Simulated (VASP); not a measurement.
# Se in VASP: notebook

Runs on Se. Level: PBEsol. Tasks: single point.

Program: VASP 6.6.1. These are calculated values, not measurements. Logs are shortened: lines on timing, memory, paths and dates and some standing lists are left out, and cuts for length are marked.

## 1. The cell of the first run

It takes space group Im-3m (No. 229, cubic). The conventional cell has a = 3.461 Å, b = 3.461 Å, c = 3.461 Å, α = 90.00°, β = 90.00°, γ = 90.00°. Se (site symmetry m-3m) has 14 Se at 3.00 to 3.46 Å within 3.9 Å.

This isn't the form of Se at room conditions, which is trigonal, of chains.

## 2. Single point, PBEsol (strained)

INCAR

```
SYSTEM = Se
  PREC = Accurate
  ENCUT = 520
  EDIFF = 1E-6
  ISMEAR = 0
  SIGMA = 0.1
  LREAL = .FALSE.
  LASPH = .TRUE.
  NELM = 80
  ALGO = Normal
  ISIF = 2
  LWAVE = .FALSE.
  LCHARG = .FALSE.
  GGA = PS
  NBANDS = 9
```

KPOINTS

```
regular mesh
0
G
  18 18 18
  0 0 0
```

POSCAR

```
Se
1.0
   -1.7304312410      1.7304312410      1.7304312410
    1.7304312410     -1.7304312410      1.7304312410
    1.7304312410      1.7304312410     -1.7304312410
Se
1
Direct
    0.0000000000      0.0000000000      0.0000000000
```

Potentials or basis: VASP PAW PBE potentials, release 64 (Se).

On the command line:

```
cat potpaw_PBE.64/Se/POTCAR > POTCAR
mpirun -np 1 vasp_std > vasp.out
```

OUTCAR:

```text
SYSTEM = Se
   PREC = Accurate
   ENCUT = 520
   EDIFF = 1E-6
   ISMEAR = 0
   LREAL = .FALSE.
   LASPH = .TRUE.
   NELM = 80
   ISIF = 2
   GGA = PS

 ion  position               nearest neighbor table
   1  0.000  0.000  0.000-

  LATTYP: Found a body centered cubic cell.
 ALAT       =     3.4608624820

  Lattice vectors:

 A1 = (  -1.7304312410,   1.7304312410,   1.7304312410)
 A2 = (   1.7304312410,  -1.7304312410,   1.7304312410)
 A3 = (   1.7304312410,   1.7304312410,  -1.7304312410)

Analysis of symmetry for initial positions (statically):
=====================================================================
 Subroutine PRICEL returns:
 Original cell was already a primitive cell.

 Routine SETGRP: Setting up the symmetry group for a
 body centered cubic supercell.

 Subroutine GETGRP returns: Found 48 space group operations
 (whereof 48 operations were pure point group operations)
 out of a pool of 48 trial point group operations.

The static configuration has the point symmetry O_h .

Analysis of symmetry for dynamics (positions and initial velocities):
=====================================================================
 Subroutine PRICEL returns:
 Original cell was already a primitive cell.

 Routine SETGRP: Setting up the symmetry group for a
 body centered cubic supercell.

 Subroutine GETGRP returns: Found 48 space group operations
 (whereof 48 operations were pure point group operations)
 out of a pool of 48 trial point group operations.

The dynamic configuration has the point symmetry O_h .

 Subroutine INISYM returns: Found 48 space group operations
 (whereof 48 operations are pure point group operations),
 and found     1 'primitive' translations

----------------------------------------------------------------------------------------

                                     Primitive cell

  volume of cell :      20.7264

  direct lattice vectors                    reciprocal lattice vectors
    -1.730431241  1.730431241  1.730431241     0.000000000  0.288945315  0.288945315
     1.730431241 -1.730431241  1.730431241     0.288945315  0.000000000  0.288945315
     1.730431241  1.730431241 -1.730431241     0.288945315  0.288945315  0.000000000

  length of vectors
     2.997194828  2.997194828  2.997194828     0.408630383  0.408630383  0.408630383

  position of ions in fractional coordinates (direct lattice)
     0.000000000  0.000000000  0.000000000

  ion indices of the primitive-cell ions
   primitive index   ion index
                 1           1

----------------------------------------------------------------------------------------

 KPOINTS: regular mesh

Automatic generation of k-mesh.
 Grid dimensions read from file:
 generate k-points for:   18   18   18

 Generating k-lattice:

  Cartesian coordinates                     Fractional coordinates (reciprocal lattice)
     0.000000000  0.016052517  0.016052517     0.055555556  0.000000000  0.000000000
     0.016052517  0.000000000  0.016052517     0.000000000  0.055555556  0.000000000
     0.016052517  0.016052517  0.000000000     0.000000000  0.000000000  0.055555556

  Length of vectors
     0.022701688  0.022701688  0.022701688

  Shift w.r.t. Gamma in fractional coordinates (k-lattice)
     0.000000000  0.000000000  0.000000000

 Subroutine IBZKPT returns following result:
 ===========================================

 Found    195 irreducible k-points:

 Following reciprocal coordinates:
            Coordinates               Weight
  0.000000  0.000000  0.000000      1.000000
  0.055556  0.000000  0.000000     12.000000
  0.111111  0.000000  0.000000     12.000000
  0.166667  0.000000  0.000000     12.000000
  0.222222  0.000000  0.000000     12.000000
  0.277778  0.000000  0.000000     12.000000
[... 16 lines left out ...]
  0.333333  0.111111  0.000000     48.000000
  0.388889  0.111111  0.000000     48.000000
 [... further k-points ...]
   k-points           NKPTS =    195   k-points in BZ     NKDIM =    195   number of bands    NBANDS=      9
   number of dos      NEDOS =    301   number of ions     NIONS =      1
   total plane-waves  NPLWV =  13824
   dimension x,y,z NGX =    24 NGY =   24 NGZ =   24
   dimension x,y,z NGXF=    48 NGYF=   48 NGZF=   48
   ions per type =               1
   NGX,Y,Z   is equivalent  to a cutoff of  13.31, 13.31, 13.31 a.u.
   NGXF,Y,Z  is equivalent  to a cutoff of  26.62, 26.62, 26.62 a.u.
 SYSTEM =  Se
   PREC   = accura    normal or accurate (medium, high low for compatibility)
   ISTART =      0    job   : 0-new  1-cont  2-samecut
   ICHARG =      2    charge: 1-file 2-atom 10-const
   ISPIN  =      1    spin polarized calculation?
   LNONCOLLINEAR =      F non collinear calculations
   LSORBIT =      F    spin-orbit coupling
   LASPH  =      T    aspherical Exc in radial PAW
   ENCUT  =  520.0 eV  38.22 Ry    6.18 a.u.   5.57  5.57  5.57*2*pi/ulx,y,z
   NELM   =     80;   NELMIN=  2; NELMDL= -5     # of ELM steps
   EDIFF  = 0.1E-05   stopping-criterion for ELM
   LREAL  =      F    real-space projection
   EDIFFG = 0.1E-04   stopping-criterion for IOM
   NSW    =      0    number of steps for IOM
   IBRION =     -1    ionic relax: 0-MD 1-quasi-New 2-CG
   NFREE  =      0    steps in history (QN), initial steepest desc. (CG)
   ISIF   =      2    stress and relaxation
   ISYM   =      2    0-nonsym 1-usesym 2-fastsym
   POTIM  = 0.5000    time-step for ionic-motion
   TEBEG  =    0.0;   TEEND  =   0.0 temperature during run
   PSTRESS=    0.0 pullay stress
   NELECT =       6.0000    total number of electrons
   NUPDOWN=      -1.0000    fix difference up-down
   EMIN   =  10.00;   EMAX   =-10.00  energy-range for DOS
   EFERMI =   0.00;   METHOD = LEGACY
   ISMEAR =     0;   SIGMA  =   0.10  broadening in eV -4-tet -1-fermi 0-gaus
   EFERMI_NEDOS =   21; number of points for ismear=-14 and -15
   IALGO  =     38    algorithm
   IMIX   =      4    mixing-type and parameters
     AMIX     =   0.40;   BMIX     =  1.00
     AMIX_MAG =   1.60;   BMIX_MAG =  1.00
  volume/ion in A,a.u.               =      20.73       139.87
  Fermi-wavevector in a.u.,A,eV,Ry     =   1.082973  2.046522 15.957324  1.172830
  Thomas-Fermi vector in A             =   2.219027
   LORBIT       =      0    0 simple, 1 ext, 2 COOP (PROOUT), +10 PAW based schemes
   GGA     = PS    functional components
   LHFCALC =     F    Hartree Fock is set to
   AEXX    =    0.0000 exact exchange contribution
   IVDW    =     0    specifies the selected vdW correction
   LEPSILON=     F    determine dielectric tensor
   LRPA    =     F    only Hartree local field effects (RPA)
 non-spin polarized calculation
 Gauss-broadening in eV      SIGMA  =   0.10
  energy-cutoff  :      520.00
  volume of cell :       20.73
 maximum number of plane-waves:       586
   NGX = 11   NGY = 11   NGZ = 11

 number of electron       5.9999999 magnetization

 Free energy of the ion-electron system (eV)
  ---------------------------------------------------
  ext. energy  EPLUGINS =         0.00000000
  ---------------------------------------------------
  free energy    TOTEN  =        -3.37409824 eV

  energy without entropy =       -3.37087131  energy(sigma->0) =       -3.37248478

 E-fermi :   5.2021     XC(G=0): -10.6357

 val. band max:        5.1970625626   @ k =  -0.1667   0.1667   0.0556
 cond. band min:       5.2104462284   @ k =   0.1667   0.0000   0.0000
 fundamental gap:      0.0133836657
 Fermi energy:         5.2021421126

 k-point     1 :       0.0000    0.0000    0.0000
  band No.  band energies     occupation
      1     -10.8058      2.00000
      2       8.0364      0.00000
      3       8.0364      0.00000
      4       8.0364      0.00000
      5      15.9057      0.00000
      6      17.5019      0.00000
      7      17.5019      0.00000
      8      17.5019      0.00000
      9      20.4251      0.00000

 k-point     2 :       0.0556    0.0000    0.0000
  band No.  band energies     occupation
      1     -10.7423      2.00000
      2       7.6216      0.00000
      3       7.9039      0.00000
      4       8.0131      0.00000
      5      16.1790      0.00000
      6      17.2150      0.00000
      7      17.4074      0.00000
      8      17.7741      0.00000
      9      19.7164      0.00000

 k-point     3 :       0.1111    0.0000    0.0000
  band No.  band energies     occupation
      1     -10.5534      2.00000
      2       6.5740      0.00000
      3       7.5523      0.00000
      4       7.9452      0.00000
      5      16.0888      0.00000
      6      16.5674      0.00000
      7      17.6984      0.00000
      8      18.5446      0.00000
      9      19.3844      0.00000

 k-point     4 :       0.1667    0.0000    0.0000
  band No.  band energies     occupation
      1     -10.2435      2.00000
      2       5.2104      0.90651
      3       7.0796      0.00000
      4       7.8395      0.00000
      5      15.1826      0.00000
      6      15.8359      0.00000
      7      18.5482      0.00000
      8      19.5764      0.00000
      9      19.7145      0.00000
[... 205 lines left out ...]
 k-point    22 :       0.2778    0.1111    0.0000
  band No.  band energies     occupation
      1      -8.5711      2.00000
      2       0.9860      2.00000
      3       4.9327      1.99986
      4       6.8978      0.00000
      5      13.5203      0.00000
      6      14.9577      0.00000
      7      18.8701      0.00000
      8      22.1080      0.00000
      9      22.9256      0.00000

 k-point    23 :       0.3333    0.1111    0.0000
  band No.  band energies     occupation
      1      -8.0071      2.00000
      2      -0.0866      2.00000
      3       4.5585      2.00000
      4       6.7562      0.00000
      5      13.1244      0.00000
      6      14.7812      0.00000
      7      19.4428      0.00000
      8      22.8710      0.00000
      9      23.7128      0.00000

 k-point    24 :       0.3889    0.1111    0.0000
  band No.  band energies     occupation
      1      -7.5577      2.00000
      2      -0.8539      2.00000
      3       4.3329      2.00000
      4       6.6648      0.00000
      5      12.8848      0.00000
      6      14.6692      0.00000
      7      20.1974      0.00000
      8      22.2661      0.00000
      9      24.5892      0.00000

 [... further k-points ...]
[... 5 lines left out ...]
  --------------------------------------------------------------------------------------
  -------------------------------------------------------------------------------------
  Total       -0.6910990     -0.6910990     -0.6910990     -0.0000000     -0.0000000      0.0000000
  in kB      -53.4229468    -53.4229468    -53.4229468     -0.0000000     -0.0000000      0.0000000
  external PRESSURE =     -53.4229468 kB  Pullay stress =       0.0000000 kB

 VOLUME and BASIS-vectors are now :
 -----------------------------------------------------------------------------
  energy-cutoff  :      520.00
  volume of cell :       20.73
      direct lattice vectors                 reciprocal lattice vectors
    -1.730431241  1.730431241  1.730431241     0.000000000  0.288945315  0.288945315
     1.730431241 -1.730431241  1.730431241     0.288945315  0.000000000  0.288945315
     1.730431241  1.730431241 -1.730431241     0.288945315  0.288945315  0.000000000

 POSITION                                       TOTAL-FORCE (eV/Angst)
 -----------------------------------------------------------------------------------
      0.00000      0.00000      0.00000        -0.000000      0.000000     -0.000000
 -----------------------------------------------------------------------------------
    total drift:                                0.000000      0.000000      0.000000

  FREE ENERGIE OF THE ION-ELECTRON SYSTEM (eV)
  ---------------------------------------------------
  free  energy   TOTEN  =        -3.3740982369 eV

  energy  without entropy=       -3.3708713133  energy(sigma->0) =       -3.37248478
```

Wall time 7.5 s (1 thread of Intel Xeon 6975P-C (Granite Rapids), shared host); peak memory 0.16 GiB.

Results:

```yaml
Free_energy: -3.3741 eV
Pressure: -5.3 GPa
Band_gap_on_the_k_mesh: zero (bands 3 and 4 overlap by 6.03 eV)
```

Caveat: the cell differs from its parent crystal (strained); the cell stands under tension; the PAW data sets were made with another functional, which shifts forces and pressure a little.

(Part 1 of 2 ends here.)
